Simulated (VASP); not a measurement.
ScPd3, 4 atoms in the cell. It takes space group Pm-3m (No. 221, cubic). Conventional cell: a = 3.982 Å, b = 3.982 Å, c = 3.982 Å, α = 90.00°, β = 90.00°, γ = 90.00°. Within 3.7 Å of Sc (site symmetry m-3m) lie 12 Pd at 2.82 Å. Within 3.7 Å of Pd (site symmetry 4/mmm) lie 4 Sc at 2.82 Å and 8 Pd at 2.82 Å. 

* Program: VASP 6.6.1
* Task: single point
* Functional: PBEsol
* Potentials or basis: VASP PAW PBE potentials, release 64 (Sc_sv, Pd)
* Cutoff: 500 eV
* k mesh: 4 × 4 × 4, shifted
* Occupations: gaussian, width 0.1 eV
* Spin: no spin polarisation
* Dipole correction: no
* Further INCAR settings: ALGO = Normal; EDIFF = 1e-06; NBANDS = 28

Potentials or basis: VASP PAW PBE potentials, release 64 (Sc_sv, Pd).

Run with:

```console
$ cat potpaw_PBE.64/Sc_sv/POTCAR potpaw_PBE.64/Pd/POTCAR > POTCAR
$ mpirun -np 1 vasp_std > vasp.out
```

Hardware: 1 thread of Intel Xeon 8259CL, on a shared host.

Problem. How long does it take, and how much memory?

Solution. Wall time 18 s on 1 thread of Intel Xeon 8259CL (shared host), peak memory 0.16 GiB. Counts: scf iterations 13, k points 4.
